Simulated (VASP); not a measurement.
Input of a VASP 6.6.1 run:

INCAR

```
ALGO     = Fast           # electronic algorithm
EDIFF    = 1E-6           # SCF threshold, eV
ENCUT    = 520            # plane-wave cutoff, eV
GGA      = PE             # functional
ISIF     = 2              # what is computed and relaxed
ISMEAR   = 0              # smearing method
LASPH    = True           # aspherical terms in the spheres
LCHARG   = False          # write CHGCAR
LREAL    = False          # projectors in reciprocal space
LWAVE    = False          # write WAVECAR
NBANDS   = 18             # bands
NELM     = 100            # most SCF steps
PREC     = Accurate       # precision mode
SIGMA    = 0.15           # smearing width, eV
```

KPOINTS

```
k-points
0
Gamma
  14 14 14
```

The input POSCAR:

```
InPd
1.0
    3.2718847800      0.0000000000      0.0000000000
    0.0000000000      3.2718847800      0.0000000000
    0.0000000000      0.0000000000      3.2718847800
In Pd
1 1
Direct
   -0.0305634234      0.0000000000      0.0000000000
    0.5000000000      0.5000000000      0.5000000000
```

Potentials or basis: VASP PAW PBE potentials, release 64 (In_d, Pd).

The run is started by

```sh
$ cat potpaw_PBE.64/In_d/POTCAR potpaw_PBE.64/Pd/POTCAR > POTCAR
$ mpirun -np 1 vasp_std > vasp.out
```

**Question.** Predict the pressure.

**Answer.** 4.2 GPa.

**Question.** Estimate the largest force.

**Answer.** 0.424 eV/Å.

**Question.** Estimate the band gap on the k mesh.

**Answer.** Zero (an odd number of electrons rules out a gap without spin polarisation).

Stress tensor (GPa, compression positive):
```
3.94 0.00 0.00
0.00 4.37 0.00
0.00 0.00 4.37
```

Caveat: the cell differs from its parent crystal (all In atoms moved -0.100 Å, as atom 1 along Cartesian [1 0 0]); the cell stands under pressure; spin-orbit coupling is left out, which moves the levels of the heavy elements.
